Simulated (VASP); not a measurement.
Wanted: the native input for a VASP 6.6.1 run.

- Task: single point
- Functional: PBEsol
- Potentials or basis: VASP PAW PBE potentials, release 64 (Cu_sv_GW, O)
- Cutoff: 820 eV
- k mesh: 5 × 5 × 3
- Occupations: fermi-dirac, width 0.05 eV
- Spin: no spin polarisation
- Dipole correction: no
- Further INCAR settings: ALGO = Normal; EDIFF = 1e-06; NBANDS = 33

The structure of CuO lies in POSCAR:

```
CuO
1.0
    1.9909680000     -2.1535500000      0.0000000000
    1.9909680000      2.1535500000      0.0000000000
    0.0000000000      0.0000000000      5.1559280000
Cu O
2 2
Direct
    0.5000000000      0.0000000000      0.0000000000
    0.0000000000      0.5000000000      0.5000000000
    0.5000000000      0.5000000000      0.2500000000
    0.5000000000      0.5000000000      0.7500000000
```

These files were run (other wordings do the same):

INCAR

```
ALGO = Normal
EDIFF = 1E-6
ENCUT = 820
GGA = PS
GGA_COMPAT = False
ISIF = 2
ISMEAR = -1
LASPH = True
LCHARG = False
LREAL = False
LWAVE = False
NBANDS = 33
NELM = 120
PREC = Accurate
SIGMA = 0.05
```

KPOINTS

```
k-points
0
Gamma
  5 5 3
```

Potentials or basis: VASP PAW PBE potentials, release 64 (Cu_sv_GW, O).

Command:

```sh
$ cat potpaw_PBE.64/Cu_sv_GW/POTCAR potpaw_PBE.64/O/POTCAR > POTCAR
$ mpirun -np 1 vasp_std > vasp.out
```

It gave:

| Item | Value |
| --- | --- |
| Pressure | -7.0 GPa |
| Band gap on the k mesh | zero (bands 25 and 26 overlap by 0.72 eV) |

Caveat: the k points lie up to 0.43 Å⁻¹ apart, too coarse for converged energies and pressures of a metal; the PAW data sets were made with another functional, which shifts forces and pressure a little; semilocal functionals often make such compounds metallic where correlation or magnetic order opens a gap, which also shifts bond lengths.

It took 38 s on 1 thread of AMD EPYC 9R45 96-Core Processor (Zen 5), on a shared host, peak memory 0.19 GiB.
